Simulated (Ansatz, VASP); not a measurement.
# SiC in VASP and in Ansatz

```
Si C
1.0
    -3.07600    0.00000    0.00000
    -1.53800   -2.66389    0.00000
    -0.92280    0.00000   10.09600
Si C
4 4
Direct
  0.13721 0.33333 0.65375
  0.28721 0.33333 0.15375
  0.39554 0.66667 0.90375
  0.54554 0.66667 0.40375
  0.07946 0.33333 0.84625
  0.22946 0.33333 0.34625
  0.63779 0.66667 0.09625
  0.48779 0.66667 0.59625
```

Alike in both runs: task single point; functional LDA; k mesh 10 × 10 × 3; occupations gaussian, width 0.05 eV; no spin polarisation.

```csv
,VASP,Ansatz
version,VASP 6.6.1,Ansatz 0.2.0
potentials or method,"VASP PAW LDA potentials, release 64 (Si, C), cutoff 520 eV","scalar-relativistic, plane waves, PAW"
valence electrons in the cell,32,32
```

|  | VASP | Ansatz | Ansatz less VASP |
| --- | --- | --- | --- |
| gap on the k mesh at the Fermi level (eV) | 1.14 | 1.15 | +0.008 |
| least direct gap on the mesh (eV) | 2.46 | 2.46 | +0.008 |
| pressure (GPa) | -4.3 | -4.7 | -0.39 |
| traceless stress, the component that is largest in VASP (GPa) | 9.96 | 9.95 | -0.007 |
| rms of the force components (eV/Å) | 0.678 | 0.678 | -0.0004 |

LDA's correlation is that of Perdew and Zunger in VASP and of Perdew and Wang (1992) in Ansatz. Atom by atom the forces differ by 0.003 eV/Å (rms over components).
